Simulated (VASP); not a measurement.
# Ir (Fm-3m) in VASP: density of states with PBE

Aim: the density of states of Ir with PBE.

Everything below comes from runs of VASP 6.6.1. Logs are shortened: lines on timing, memory, paths and dates and some standing lists are left out, and cuts for length are marked.

### Step 1. The cell of the first run

The structure is cubic, space group Fm-3m (No. 225). The conventional cell has a = 3.831 Å, b = 3.831 Å, c = 3.831 Å, α = 90.00°, β = 90.00°, γ = 90.00°. Within 3.6 Å of Ir (site symmetry m-3m) lie 12 Ir at 2.71 Å.

### Step 2. Density of states, PBE, collinear spin, ferromagnetic start

The input, POSCAR:

```
Ir
1.0
    0.0000000000      1.9156000000      1.9156000000
    1.9156000000      0.0000000000      1.9156000000
    1.9156000000      1.9156000000      0.0000000000
Ir
1
Direct
    0.0000000000      0.0000000000      0.0000000000
```

The input, INCAR.step1:

```
PREC     = Accurate       # precision mode
ENCUT    = 520            # plane-wave cutoff, eV
EDIFF    = 1E-6           # SCF threshold, eV
ISMEAR   = -1             # smearing method
SIGMA    = 0.03           # smearing width, eV
LREAL    = False          # projectors in reciprocal space
LASPH    = True           # aspherical terms in the spheres
NELM     = 150            # most SCF steps
ALGO     = Normal         # electronic algorithm
ISIF     = 2              # what is computed and relaxed
LWAVE    = False          # write WAVECAR
LCHARG   = True           # write CHGCAR
ISPIN    = 2              # spin polarisation
MAGMOM   = 0.8            # initial moments
LMAXMIX  = 4              # l up to which the mixer works
GGA      = PE             # functional
NBANDS   = 14             # bands
```

The input, KPOINTS.step1:

```
Automatic mesh
0
Gamma
  15 15 15
```

The input, INCAR.step2:

```
PREC     = Accurate       # precision mode
ENCUT    = 520            # plane-wave cutoff, eV
EDIFF    = 1E-6           # SCF threshold, eV
ISMEAR   = -5             # smearing method
SIGMA    = 0.03           # smearing width, eV
LREAL    = False          # projectors in reciprocal space
LASPH    = True           # aspherical terms in the spheres
NELM     = 150            # most SCF steps
ALGO     = Normal         # electronic algorithm
ISIF     = 2              # what is computed and relaxed
LWAVE    = False          # write WAVECAR
LCHARG   = False          # write CHGCAR
ISPIN    = 2              # spin polarisation
MAGMOM   = 0.8            # initial moments
LORBIT   = 10             # projections on sites
LMAXMIX  = 4              # l up to which the mixer works
GGA      = PE             # functional
NEDOS    = 1001           # points of the DOS
ICHARG   = 11             # starting density
```

The input, KPOINTS.step2:

```
Automatic mesh
0
Gamma
  23 23 23
```

Potentials or basis: VASP PAW PBE potentials, release 64 (Ir).

Run with:

```sh
cat potpaw_PBE.64/Ir/POTCAR > POTCAR
cp INCAR.step1 INCAR
cp KPOINTS.step1 KPOINTS
mpirun -np 1 vasp_std > vasp.out
cp INCAR.step2 INCAR
cp KPOINTS.step2 KPOINTS
mpirun -np 1 vasp_std > vasp.out
```

OUTCAR:

```text
PREC = Accurate
   ENCUT = 520
   EDIFF = 1E-6
   ISMEAR = -5
   LREAL = False
   LASPH = True
   NELM = 150
   ISIF = 2
   ISPIN = 2
   LORBIT = 10
   GGA = PE
   ICHARG = 11

 ion  position               nearest neighbor table
   1  0.000  0.000  0.000-

  LATTYP: Found a face centered cubic cell.
 ALAT       =     3.8312000000

  Lattice vectors:

 A1 = (   0.0000000000,   1.9156000000,   1.9156000000)
 A2 = (   1.9156000000,   0.0000000000,   1.9156000000)
 A3 = (   1.9156000000,   1.9156000000,   0.0000000000)

Analysis of symmetry for initial positions (statically):
=====================================================================
 Subroutine PRICEL returns:
 Original cell was already a primitive cell.

 Routine SETGRP: Setting up the symmetry group for a
 face centered cubic supercell.

 Subroutine GETGRP returns: Found 48 space group operations
 (whereof 48 operations were pure point group operations)
 out of a pool of 48 trial point group operations.

The static configuration has the point symmetry O_h .

Analysis of symmetry for dynamics (positions and initial velocities):
=====================================================================
 Subroutine PRICEL returns:
 Original cell was already a primitive cell.

 Routine SETGRP: Setting up the symmetry group for a
 face centered cubic supercell.

 Subroutine GETGRP returns: Found 48 space group operations
 (whereof 48 operations were pure point group operations)
 out of a pool of 48 trial point group operations.

The dynamic configuration has the point symmetry O_h .

Analysis of structural, dynamic, and magnetic symmetry:
=====================================================================
 Subroutine PRICEL returns:
 Original cell was already a primitive cell.

 Routine SETGRP: Setting up the symmetry group for a
 face centered cubic supercell.

 Subroutine GETGRP returns: Found 48 space group operations
 (whereof 48 operations were pure point group operations)
 out of a pool of 48 trial point group operations.

The overall configuration has the point symmetry O_h .

 Subroutine INISYM returns: Found 48 space group operations
 (whereof 48 operations are pure point group operations),
 and found     1 'primitive' translations

----------------------------------------------------------------------------------------

                                     Primitive cell

  volume of cell :      14.0587

  direct lattice vectors                    reciprocal lattice vectors
     0.000000000  1.915600000  1.915600000    -0.261014826  0.261014826  0.261014826
     1.915600000  0.000000000  1.915600000     0.261014826 -0.261014826  0.261014826
[... 115 lines left out ...]
   LRPA    =     F    only Hartree local field effects (RPA)
 spin polarized calculation
 Fermi weights with tetrahedron method with Bloechl corrections
  energy-cutoff  :      520.00
  volume of cell :       14.06
 maximum number of plane-waves:       388

 number of electron       9.0000000 magnetization       0.0000521

 Free energy of the ion-electron system (eV)
  ---------------------------------------------------
  ext. energy  EPLUGINS =         0.00000000
  ---------------------------------------------------
  free energy    TOTEN  =        -8.83374226 eV

  energy without entropy =       -8.83374226  energy(sigma->0) =       -8.83374226

 E-fermi :  10.5036     XC(G=0): -14.0260

 val. band max:       10.5694628643   @ k =   0.4783   0.3913   0.0870
 cond. band min:      10.4389925341   @ k =   0.3478   0.0000   0.0000
 fundamental gap:     -0.1304703302
 Fermi energy:        10.5035817820

 spin component 1

 k-point     1 :       0.0000    0.0000    0.0000
  band No.  band energies     occupation
      1      -0.6717      1.00000
      2       6.5911      1.00000
      3       6.5911      1.00000
      4       6.5911      1.00000
      5       9.3072      1.00000
      6       9.3072      1.00000
      7      24.8281      0.00000
      8      30.4531      0.00000
[... 243 lines left out ...]
 k-point    24 :      -0.4783    0.0435    0.0000
  band No.  band energies     occupation
      1       2.4198      1.00000
      2       6.4178      1.00000
      3       6.5438      1.00000
      4       9.3613      1.00000
      5      11.3875      0.00000
      6      11.8626      0.00000
      7      17.8199      0.00000
      8      24.5218      0.00000

 [... further k-points ...]

 spin component 2

 k-point     1 :       0.0000    0.0000    0.0000
  band No.  band energies     occupation
      1      -0.6716      1.00000
      2       6.5911      1.00000
      3       6.5911      1.00000
      4       6.5911      1.00000
      5       9.3072      1.00000
      6       9.3072      1.00000
      7      24.8282      0.00000
      8      30.4531      0.00000
[... 243 lines left out ...]
 k-point    24 :      -0.4783    0.0435    0.0000
  band No.  band energies     occupation
      1       2.4198      1.00000
      2       6.4178      1.00000
      3       6.5438      1.00000
      4       9.3613      1.00000
      5      11.3875      0.00000
      6      11.8626      0.00000
      7      17.8199      0.00000
      8      24.5218      0.00000

 [... further k-points ...]

------------------------ aborting loop because EDIFF is reached ----------------------------------------

  FORCE on cell =-STRESS in cart. coord.  units (eV):
  Direction    XX          YY          ZZ          XY          YZ          ZX
  --------------------------------------------------------------------------------------
  -------------------------------------------------------------------------------------
  Total        1.0676992      1.0676992      1.0676992      0.0000000     -0.0000000      0.0000000
  in kB      121.6788290    121.6788290    121.6788290      0.0000000     -0.0000000      0.0000000
  external PRESSURE =     121.6788290 kB  Pullay stress =       0.0000000 kB

 VOLUME and BASIS-vectors are now :
 -----------------------------------------------------------------------------
  energy-cutoff  :      520.00
  volume of cell :       14.06
      direct lattice vectors                 reciprocal lattice vectors
     0.000000000  1.915600000  1.915600000    -0.261014826  0.261014826  0.261014826
     1.915600000  0.000000000  1.915600000     0.261014826 -0.261014826  0.261014826
     1.915600000  1.915600000  0.000000000     0.261014826  0.261014826 -0.261014826

 POSITION                                       TOTAL-FORCE (eV/Angst)
 -----------------------------------------------------------------------------------
      0.00000      0.00000      0.00000         0.000000     -0.000000     -0.000000
 -----------------------------------------------------------------------------------
    total drift:                                0.000000      0.000000     -0.000000

  FREE ENERGIE OF THE ION-ELECTRON SYSTEM (eV)
  ---------------------------------------------------
  free  energy   TOTEN  =        -8.8337422551 eV

  energy  without entropy=       -8.8337422551  energy(sigma->0) =       -8.83374226

 total charge

# of ion       s       p       d       tot
------------------------------------------
    1        0.678   0.751   6.992   8.421

 magnetization (x)

# of ion       s       p       d       tot
------------------------------------------
    1       -0.000  -0.000   0.000   0.000
```

OUTCAR.step1:

```text
PREC = Accurate
   ENCUT = 520
   EDIFF = 1E-6
   ISMEAR = -1
   LREAL = False
[... 1054 lines left out ...]

 POSITION                                       TOTAL-FORCE (eV/Angst)
 -----------------------------------------------------------------------------------
      0.00000      0.00000      0.00000         0.000000      0.000000      0.000000
 -----------------------------------------------------------------------------------
    total drift:                                0.000000      0.000000     -0.000000

  FREE ENERGIE OF THE ION-ELECTRON SYSTEM (eV)
  ---------------------------------------------------
  free  energy   TOTEN  =        -8.8398153835 eV

  energy  without entropy=       -8.8365565664  energy(sigma->0) =       -8.83818597
```

Wall time 2.1 min (1 thread of Intel Xeon 8259CL, shared host); peak memory 0.19 GiB.

What came out:

| Item | Value |
| --- | --- |
| Net moment | 0.00 μB per cell |
| Valence electrons inside the program's atomic spheres | Ir 8.42 |

Levels at points of the mesh, in eV from the Fermi level:
Spin up:
```tsv
k point	band 2	band 3	band 4	band 5	band 6	band 7
(0.00, 0.00, 0.00)	-3.91	-3.91	-3.91	-1.20	-1.20	14.32
```
Spin down:
| k point | band 2 | band 3 | band 4 | band 5 | band 6 | band 7 |
| --- | --- | --- | --- | --- | --- | --- |
| (0.00, 0.00, 0.00) | -3.91 | -3.91 | -3.91 | -1.20 | -1.20 | 14.32 |

Caveat: spin-orbit coupling is left out, which moves the levels of the heavy elements; tetrahedron occupations give inexact forces and stress in metals.
